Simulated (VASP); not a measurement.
# SrHg3O4 in VASP: a series of runs, part 2 of 2

VASP 6.6.1.

## 3. Single point, PBE (15.08 Å³/atom)

This run uses another cell than the first one, of 15.08 Å³/atom.

INCAR reads:

```
ALGO = Normal ; EDIFF = 1E-7
ENCUT = 520 ; GGA = PE
ISIF = 2 ; ISMEAR = 0
LASPH = T ; LCHARG = F
LREAL = F ; LWAVE = F
NBANDS = 45 ; NELM = 80
PREC = Accurate ; SIGMA = 0.1
```

KPOINTS reads:

```
k-points
0
Gamma
  8 8 8
```

POSCAR reads:

```
SrHg3O4
1.0
    4.9407239531      0.0000000000      0.0000000000
    0.0000000000      4.9407239531      0.0000000000
    0.0000000000      0.0000000000      4.9407239531
Sr Hg O
1 3 4
Direct
    0.0000000000      0.0000000000      0.0000000000
    0.0000000000      0.5000000000      0.5000000000
    0.5000000000      0.0000000000      0.5000000000
    0.5000000000      0.5000000000      0.0000000000
    0.5000000000      0.0000000000      0.0000000000
    0.5000000000      0.5000000000      0.5000000000
    0.0000000000      0.0000000000      0.5000000000
    0.0000000000      0.5000000000      0.0000000000
```

Potentials or basis: VASP PAW PBE potentials, release 64 (Sr_sv, Hg, O).

The run is started by

```
$ cat potpaw_PBE.64/Sr_sv/POTCAR potpaw_PBE.64/Hg/POTCAR potpaw_PBE.64/O/POTCAR > POTCAR
$ mpirun -np 1 vasp_std > vasp.out
```

OUTCAR:

```text
EDIFF = 1E-7
   ENCUT = 520
   GGA = PE
   ISIF = 2
   ISMEAR = 0
   LASPH = T
   LREAL = F
   NELM = 80
   PREC = Accurate

 ion  position               nearest neighbor table
   1  0.000  0.000  0.000-   5 2.47   7 2.47   8 2.47   7 2.47   8 2.47   5 2.47   2 3.49   3 3.49
                             2 3.49   2 3.49   4 3.49   3 3.49   2 3.49   3 3.49   4 3.49   4 3.49
   2  0.000  0.500  0.500-   6 2.47   7 2.47   8 2.47   8 2.47   7 2.47   6 2.47   1 3.49   4 3.49
                             1 3.49   1 3.49   3 3.49   3 3.49   1 3.49   3 3.49   4 3.49   4 3.49
   3  0.500  0.000  0.500-   5 2.47   6 2.47   7 2.47   5 2.47   6 2.47   7 2.47   1 3.49   4 3.49
                             1 3.49   2 3.49   4 3.49   2 3.49   4 3.49   1 3.49   2 3.49   4 3.49
   4  0.500  0.500  0.000-   5 2.47   6 2.47   8 2.47   6 2.47   5 2.47   8 2.47   2 3.49   3 3.49
                             1 3.49   1 3.49   3 3.49   2 3.49   3 3.49   1 3.49   2 3.49   3 3.49
   5  0.500  0.000  0.000-   1 2.47   3 2.47   4 2.47   3 2.47   4 2.47   1 2.47
   6  0.500  0.500  0.500-   2 2.47   3 2.47   4 2.47   4 2.47   3 2.47   2 2.47
   7  0.000  0.000  0.500-   1 2.47   2 2.47   3 2.47   1 2.47   2 2.47   3 2.47
   8  0.000  0.500  0.000-   1 2.47   2 2.47   4 2.47   2 2.47   1 2.47   4 2.47

  LATTYP: Found a simple cubic cell.
 ALAT       =     4.9407239531

[... 207 lines left out ...]
      6     -12.3052      2.00000
[... 1141 lines left out ...]
     44       9.9888      0.00000
     45      11.3201      0.00000

 [... further k-points ...]

------------------------ aborting loop because EDIFF is reached ----------------------------------------

  FORCE on cell =-STRESS in cart. coord.  units (eV):
  Direction    XX          YY          ZZ          XY          YZ          ZX
  --------------------------------------------------------------------------------------
  -------------------------------------------------------------------------------------
  Total        3.1061888      3.1061888      3.1061888      0.0000000     -0.0000000      0.0000000
  in kB       41.2635567     41.2635567     41.2635567      0.0000000     -0.0000000      0.0000000
  external PRESSURE =      41.2635567 kB  Pullay stress =       0.0000000 kB

 VOLUME and BASIS-vectors are now :
 -----------------------------------------------------------------------------
  energy-cutoff  :      520.00
  volume of cell :      120.61
      direct lattice vectors                 reciprocal lattice vectors
     4.940723953  0.000000000  0.000000000     0.202399488  0.000000000  0.000000000
     0.000000000  4.940723953  0.000000000     0.000000000  0.202399488  0.000000000
     0.000000000  0.000000000  4.940723953     0.000000000  0.000000000  0.202399488

 POSITION                                       TOTAL-FORCE (eV/Angst)
 -----------------------------------------------------------------------------------
      0.00000      0.00000      0.00000         0.000000      0.000000      0.000000
      0.00000      2.47036      2.47036         0.000000      0.000000      0.000000
      2.47036      0.00000      2.47036         0.000000      0.000000      0.000000
      2.47036      2.47036      0.00000         0.000000      0.000000      0.000000
      2.47036      0.00000      0.00000         0.000000      0.000000      0.000000
      2.47036      2.47036      2.47036         0.000000      0.000000      0.000000
      0.00000      0.00000      2.47036         0.000000      0.000000      0.000000
      0.00000      2.47036      0.00000         0.000000      0.000000      0.000000
 -----------------------------------------------------------------------------------
    total drift:                                0.000000      0.000000     -0.000000

  FREE ENERGIE OF THE ION-ELECTRON SYSTEM (eV)
  ---------------------------------------------------
  free  energy   TOTEN  =       -28.4575158241 eV

  energy  without entropy=      -28.4506404738  energy(sigma->0) =      -28.45407815
```

OSZICAR:

```text
N       E                     dE             d eps       ncg     rms          rms(c)
DAV:   1     0.610704885288E+03    0.61070E+03   -0.37335E+04  3150   0.156E+03
DAV:   2     0.867140243455E+01   -0.60203E+03   -0.57505E+03  3351   0.398E+02
DAV:   3    -0.360454867424E+02   -0.44717E+02   -0.44043E+02  3733   0.111E+02
DAV:   4    -0.371937628850E+02   -0.11483E+01   -0.11454E+01  4424   0.152E+01
DAV:   5    -0.372120832982E+02   -0.18320E-01   -0.18314E-01  4134   0.169E+00    0.288E+01
DAV:   6    -0.291634648906E+02    0.80486E+01   -0.35662E+01  4312   0.514E+01    0.294E+01
DAV:   7    -0.287381164633E+02    0.42535E+00   -0.50514E+00  3459   0.136E+01    0.146E+01
DAV:   8    -0.287427372953E+02   -0.46208E-02   -0.34889E+00  3924   0.818E+00    0.591E+00
DAV:   9    -0.284705366762E+02    0.27220E+00   -0.92254E-01  4203   0.502E+00    0.216E+00
DAV:  10    -0.284577818734E+02    0.12755E-01   -0.16183E-01  3538   0.206E+00    0.620E-01
DAV:  11    -0.284572883662E+02    0.49351E-03   -0.16696E-02  3608   0.994E-01    0.215E-01
DAV:  12    -0.284574212504E+02   -0.13288E-03   -0.82794E-04  4215   0.183E-01    0.914E-02
DAV:  13    -0.284575018581E+02   -0.80608E-04   -0.11920E-04  3889   0.628E-02    0.202E-02
DAV:  14    -0.284575145628E+02   -0.12705E-04   -0.14836E-05  4093   0.242E-02    0.953E-03
DAV:  15    -0.284575155962E+02   -0.10334E-05   -0.36842E-06  3759   0.102E-02    0.283E-03
DAV:  16    -0.284575158754E+02   -0.27918E-06   -0.53876E-07  3361   0.454E-03    0.127E-03
DAV:  17    -0.284575158241E+02    0.51267E-07   -0.74801E-08  2035   0.196E-03
   1 F= -.28457516E+02 E0= -.28454078E+02  d E =-.687535E-02
```

stdout:

```text
POSCAR found type information on POSCAR SrHgO
 POSCAR found :  3 types and       8 ions
 scaLAPACK will be used
 LDA part: xc-table for (Slater+PW92), standard interpolation
 POSCAR, INCAR and KPOINTS ok, starting setup
 FFT: planning ... GRIDC
 FFT: planning ... GRID_SOFT
 FFT: planning ... GRID
 WAVECAR not read
 entering main loop
```

It took 1.8 min on 1 thread of Intel Xeon 6975P-C (Granite Rapids), shared host; peak memory 0.34 GiB.

What came out:

| Property | Result |
| --- | --- |
| Free energy | -28.4575 eV |
| Pressure | 4.1 GPa |
| Band gap on the k mesh | zero (bands 35 and 36 overlap by 1.11 eV) |

Caveat: the cell stands under pressure; spin-orbit coupling is left out, which moves the levels of the heavy elements.

## 4. Single point, PBE

This run uses another cell than the first one, of 15.54 Å³/atom.

INCAR reads:

```
SYSTEM = SrHg3O4
ALGO = Normal
EDIFF = 1E-6
ENCUT = 520
GGA = PE
ISIF = 2
ISMEAR = 0
LASPH = .TRUE.
LCHARG = .FALSE.
LREAL = .FALSE.
LWAVE = .FALSE.
NBANDS = 45
NELM = 100
PREC = Accurate
SIGMA = 0.1
```

KPOINTS reads:

```
k-points
0
G
  8 8 8
  0 0 0
```

Changes to POSCAR since step 3:

```diff
@@ -2,5 +2,5 @@
 1.0
-    4.9407239531      0.0000000000      0.0000000000
-    0.0000000000      4.9407239531      0.0000000000
-    0.0000000000      0.0000000000      4.9407239531
+    4.9911429859      0.0000000000      0.0000000000
+    0.0000000000      4.9911429859      0.0000000000
+    0.0000000000      0.0000000000      4.9911429859
 Sr Hg O
```

The run is started by

```
$ cat potpaw_PBE.64/Sr_sv/POTCAR potpaw_PBE.64/Hg/POTCAR potpaw_PBE.64/O/POTCAR > POTCAR
$ mpirun -np 1 vasp_std > vasp.out
```

It took 92 s on 1 thread of Intel Xeon 6975P-C (Granite Rapids), shared host; peak memory 0.35 GiB.

It converged, with:

| Item | Value |
| --- | --- |
| Free energy | -28.5170 eV |
| Pressure | 0.7 GPa |
| Band gap on the k mesh | zero (bands 35 and 36 overlap by 1.03 eV) |

Levels at points of the mesh, in eV from the Fermi level:
| k point | band 32 | band 33 | band 34 | band 35 | band 36 | band 37 | band 38 | band 39 |
| --- | --- | --- | --- | --- | --- | --- | --- | --- |
| (0.00, 0.00, 0.00) | -1.79 | -1.79 | -0.96 | -0.96 | -0.96 | 0.56 | 0.56 | 6.71 |
| (0.50, 0.00, 0.00) | -1.87 | -1.87 | -0.84 | -0.84 | 1.86 | 2.01 | 2.97 | 6.19 |
| (0.50, 0.50, 0.00) | -0.74 | -0.09 | -0.09 | -0.01 | 3.23 | 3.26 | 3.26 | 4.85 |
| (0.50, 0.50, 0.50) | -0.12 | 0.08 | 0.08 | 0.08 | 3.55 | 4.34 | 4.34 | 4.34 |

Caveat: spin-orbit coupling is left out, which moves the levels of the heavy elements.

## 5. Single point, PBE

This run uses another cell than the first one, of 15.56 Å³/atom.

INCAR reads:

```
SYSTEM = SrHg3O4
PREC = Accurate
ENCUT = 520
EDIFF = 1E-6
ISMEAR = 0
SIGMA = 0.2
LREAL = .False.
LASPH = .True.
NELM = 80
ALGO = Normal
ISIF = 2
LWAVE = .False.
LCHARG = .False.
GGA = PE
NBANDS = 45
```

KPOINTS reads:

```
regular mesh
0
Gamma
  4 4 4
  0 0 0
```

POSCAR reads:

```
SrHg3O4
1.0
    5.0026623432     -0.0093422421     -0.0048556515
   -0.0101189598      4.9695939148     -0.0041626846
   -0.0048571258     -0.0039208983      5.0061807928
Sr Hg O
1 3 4
Direct
    0.0002265216     -0.0002270951     -0.0002349462
   -0.0002282360      0.4999135272      0.4996109542
    0.4998848514     -0.0004806864      0.4997721667
    0.5002553577      0.4993528198     -0.0002375047
    0.5002040370     -0.0000277510      0.0005061268
    0.4997453176      0.5005212279      0.5004986504
   -0.0005240518      0.0009991986      0.4998902533
    0.0004362024      0.4999487591      0.0001942995
```

The run is started by

```
$ cat potpaw_PBE.64/Sr_sv/POTCAR potpaw_PBE.64/Hg/POTCAR potpaw_PBE.64/O/POTCAR > POTCAR
$ mpirun -np 1 vasp_std > vasp.out
```

Wall time 1.7 min (1 thread of Intel Xeon 6975P-C (Granite Rapids), shared host); peak memory 0.36 GiB.

It converged, with:

```
Free energy            : -28.5086 eV
Pressure               : 0.7 GPa
Largest force          : 0.012 eV/Å
Band gap on the k mesh : zero (bands 35 and 36 overlap by 1.01 eV)
```

Forces on the atoms (eV/Å):
```
Sr  -0.002  0.003  0.002
Hg   0.002  0.003  0.004
Hg  -0.001  0.009  0.003
Hg  -0.001  0.006  0.004
O   -0.001 -0.002 -0.005
O    0.001 -0.007 -0.005
O    0.005 -0.011  0.000
O   -0.004 -0.001 -0.003
```

Stress tensor (GPa, compression positive):
```
0.58 0.13 0.06
0.13 0.91 0.05
0.06 0.05 0.55
```

Levels at points of the mesh, in eV from the Fermi level:
| k point | band 31 | band 32 | band 33 | band 34 | band 35 | band 36 | band 37 | band 38 | band 39 | band 40 |
| --- | --- | --- | --- | --- | --- | --- | --- | --- | --- | --- |
| (0.00, 0.00, 0.00) | -1.97 | -1.93 | -1.92 | -1.12 | -1.12 | -1.07 | 0.39 | 0.41 | 6.54 | 6.57 |
| (0.50, 0.00, 0.00) | -2.29 | -2.05 | -2.00 | -1.01 | -0.96 | 1.68 | 1.84 | 2.79 | 6.01 | 6.05 |
| (0.00, 0.50, 0.00) | -2.29 | -2.01 | -2.00 | -1.00 | -1.00 | 1.76 | 1.91 | 2.86 | 6.03 | 6.04 |
| (0.50, 0.50, 0.00) | -2.10 | -0.90 | -0.23 | -0.23 | -0.15 | 3.09 | 3.12 | 3.13 | 4.69 | 6.11 |
| (0.00, 0.00, 0.50) | -2.30 | -2.05 | -2.00 | -1.01 | -0.96 | 1.68 | 1.83 | 2.79 | 6.01 | 6.05 |
| (0.50, 0.00, 0.50) | -2.12 | -0.86 | -0.26 | -0.26 | -0.19 | 3.04 | 3.08 | 3.08 | 4.71 | 6.09 |
| (0.00, 0.50, 0.50) | -2.10 | -0.90 | -0.24 | -0.23 | -0.15 | 3.09 | 3.12 | 3.12 | 4.69 | 6.11 |
| (0.50, 0.50, 0.50) | -0.29 | -0.26 | -0.10 | -0.06 | -0.06 | 3.40 | 4.17 | 4.18 | 4.20 | 4.47 |

Caveat: spin-orbit coupling is left out, which moves the levels of the heavy elements.

## 6. Single point, PBE (16.01 Å³/atom)

This run uses another cell than the first one, of 16.01 Å³/atom.

INCAR reads:

```
  PREC = Accurate
  ENCUT = 520
  EDIFF = 1E-6
  ISMEAR = 0
  SIGMA = 0.1
  LREAL = F
  LASPH = T
  NELM = 80
  ALGO = Normal
  ISIF = 2
  LWAVE = F
  LCHARG = F
  GGA = PE
  NBANDS = 45
```

KPOINTS reads:

```
Automatic mesh
0
Gamma
  8 8 8
```

POSCAR reads:

```
SrHg3O4
1.0
    5.0405634572      0.0000000000      0.0000000000
    0.0000000000      5.0405634572      0.0000000000
    0.0000000000      0.0000000000      5.0405634572
Sr Hg O
1 3 4
Direct
    0.0000000000      0.0000000000      0.0000000000
    0.0000000000      0.5000000000      0.5000000000
    0.5000000000      0.0000000000      0.5000000000
    0.5000000000      0.5000000000      0.0000000000
    0.5000000000      0.0000000000      0.0000000000
    0.5000000000      0.5000000000      0.5000000000
    0.0000000000      0.0000000000      0.5000000000
    0.0000000000      0.5000000000      0.0000000000
```

Potentials or basis: VASP PAW PBE potentials, release 64 (Sr_sv, Hg, O).

The run is started by

```
$ cat potpaw_PBE.64/Sr_sv/POTCAR potpaw_PBE.64/Hg/POTCAR potpaw_PBE.64/O/POTCAR > POTCAR
$ mpirun -np 1 vasp_std > vasp.out
```

Wall time 95 s (1 thread of Intel Xeon 6975P-C (Granite Rapids), shared host); peak memory 0.35 GiB.

It converged, with:

| Item | Value |
| --- | --- |
| Free energy | -28.5037 eV |
| Pressure | -2.1 GPa |
| Band gap on the k mesh | zero (bands 35 and 36 overlap by 0.96 eV) |

Levels at points of the mesh, in eV from the Fermi level:
```
           k point  band 33  band 34  band 35  band 36  band 37  band 38
(0.00, 0.00, 0.00)    -1.68    -0.89    -0.89    -0.89     0.50     0.50
(0.50, 0.00, 0.00)    -1.75    -0.79    -0.79     1.79     1.94     2.86
(0.50, 0.50, 0.00)    -0.09    -0.09    -0.02     3.13     3.15     3.15
(0.50, 0.50, 0.50)     0.07     0.07     0.07     3.58     4.20     4.20
```

Caveat: spin-orbit coupling is left out, which moves the levels of the heavy elements.

## 7. Summary

| cell | k mesh | smearing | gap on the mesh (eV) | pressure (GPa) |
| --- | --- | --- | --- | --- |
| a = 4.889 Å, 8 atoms, atomic positions A | 8 × 8 × 8 | gaussian 0.1 eV | none | 8.2 |
| a = 4.941 Å, 8 atoms, atomic positions A | 8 × 8 × 8 | gaussian 0.1 eV | none | 4.1 |
| a = 4.991 Å, 8 atoms, atomic positions A | 8 × 8 × 8 | gaussian 0.1 eV | none | 0.7 |
| a = 5.003, b = 4.970, c = 5.006 Å, angles 90.1, 90.1, 90.2°, 8 atoms, atomic positions B | 4 × 4 × 4 | gaussian 0.2 eV | none | 0.7 |
| a = 5.041 Å, 8 atoms, atomic positions A | 8 × 8 × 8 | gaussian 0.1 eV | none | -2.1 |

Alike in all rows: task single point; level PBE; potentials or basis VASP PAW PBE potentials, release 64 (Sr_sv, Hg, O); no spin polarisation; cutoff (eV) 520.

Caveats: spin-orbit coupling is left out, which moves the levels of the heavy elements; the cell stands under pressure (at least some runs).

Absolute energies hang on the potentials; compare differences alone.
